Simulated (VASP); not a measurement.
Wanted: the native input for a VASP 6.6.1 run.

```yaml
Task: single point
Functional: r2SCAN
Potentials_or_basis: VASP PAW PBE potentials, release 64 (C)
Cutoff: 520 eV
k_mesh: 12 × 12 × 10
Occupations: gaussian, width 0.05 eV
Spin: no spin polarisation
Dipole_correction: no
Further_INCAR_settings: ALGO = Normal; EDIFF = 1e-06; NBANDS = 16
```

Crystal: C.

```
CELL_PARAMETERS angstrom
0.00000 -1.78012 -1.78012
-1.78012 0.00000 -1.78012
1.78012 1.78012 -3.56023
ATOMIC_POSITIONS crystal
C 0.73746 0.76617 0.75000
C 0.26254 0.23383 0.25000
C 0.36246 0.39117 0.87500
C 0.88754 0.85883 0.37500
```

These files were run (other wordings do the same):

POSCAR

```
C
1.0
    0.0000000000     -1.7801161419     -1.7801161419
   -1.7801161419      0.0000000000     -1.7801161419
    1.7801161419      1.7801161419     -3.5602322838
C
4
Direct
    0.7374556964      0.7661712329      0.7499999949
    0.2625443036      0.2338287671      0.2500000051
    0.3624556964      0.3911712329      0.8749999949
    0.8875443036      0.8588287671      0.3750000051
```

INCAR.step1

```
  ALGO = Normal
  EDIFF = 1E-4
  ENCUT = 520
  GGA = PE
  ISMEAR = 0
  LASPH = True
  LCHARG = False
  LREAL = False
  LWAVE = True
  NBANDS = 16
  NELM = 60
  PREC = Accurate
  SIGMA = 0.05
```

INCAR.step2

```
  ALGO = Normal
  EDIFF = 1E-6
  ENCUT = 520
  ISIF = 2
  ISMEAR = 0
  ISTART = 1
  LASPH = True
  LCHARG = True
  LELF = True
  LMIXTAU = True
  LREAL = False
  LVHAR = True
  LWAVE = False
  METAGGA = R2SCAN
  NBANDS = 16
  NELM = 60
  PREC = Accurate
  SIGMA = 0.05
```

KPOINTS

```
k-points
0
Gamma
  12 12 10
```

Potentials or basis: VASP PAW PBE potentials, release 64 (C).

Command:

```bash
$ cat potpaw_PBE.64/C/POTCAR > POTCAR
$ cp INCAR.step1 INCAR
$ mpirun -np 1 vasp_std > vasp.out
$ cp INCAR.step2 INCAR
$ mpirun -np 1 vasp_std > vasp.out
```

It gave:

| Property | Result |
| --- | --- |
| Pressure | 1.1 GPa |
| Largest force | 0.514 eV/Å |
| Band gap on the k mesh | 4.35 eV |

Caveat: the PAW data sets were made with another functional, which shifts forces and pressure a little.

Run time: 7.1 min on 1 thread of Intel(R) Xeon(R) Platinum 8488C (Sapphire Rapids) (shared host), peak memory 0.29 GiB.
